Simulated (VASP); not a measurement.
A run of VASP 6.6.1 is set up as follows.

File INCAR:

```
  PREC = Accurate
  ENCUT = 520
  EDIFF = 1E-6
  ISMEAR = 0
  SIGMA = 0.05
  LREAL = False
  LASPH = True
  NELM = 60
  ALGO = Normal
  ISIF = 2
  LWAVE = False
  LCHARG = True
  GGA = PS
  LELF = True
  LVHAR = True
  NBANDS = 14
```

KPOINTS

```
Automatic mesh
0
Gamma
  6 6 6
```

POSCAR

```
NaCl
1.0
    3.3621024000      0.0000000000      0.0000000000
    0.0000000000      3.3621024000      0.0000000000
    0.0000000000      0.0000000000      3.5021900000
Na Cl
1 1
Direct
    0.0000000000      0.0000000000      0.0000000000
    0.5000000000      0.5000000000      0.5000000000
```

Potentials or basis: VASP PAW PBE potentials, release 64 (Na_pv, Cl).

Launch:

```sh
$ cat potpaw_PBE.64/Na_pv/POTCAR potpaw_PBE.64/Cl/POTCAR > POTCAR
$ mpirun -np 1 vasp_std > vasp.out
```

(1) Predict the pressure.

(2) Predict the band gap on the k mesh.

Results:

(1) 1.1 GPa.

(2) 3.99 eV (least direct gap 4.52 eV).

Caveat: the cell differs from its parent crystal (strain -0.040 along x and y, +0.000 along z); the PAW data sets were made with another functional, which shifts forces and pressure a little.
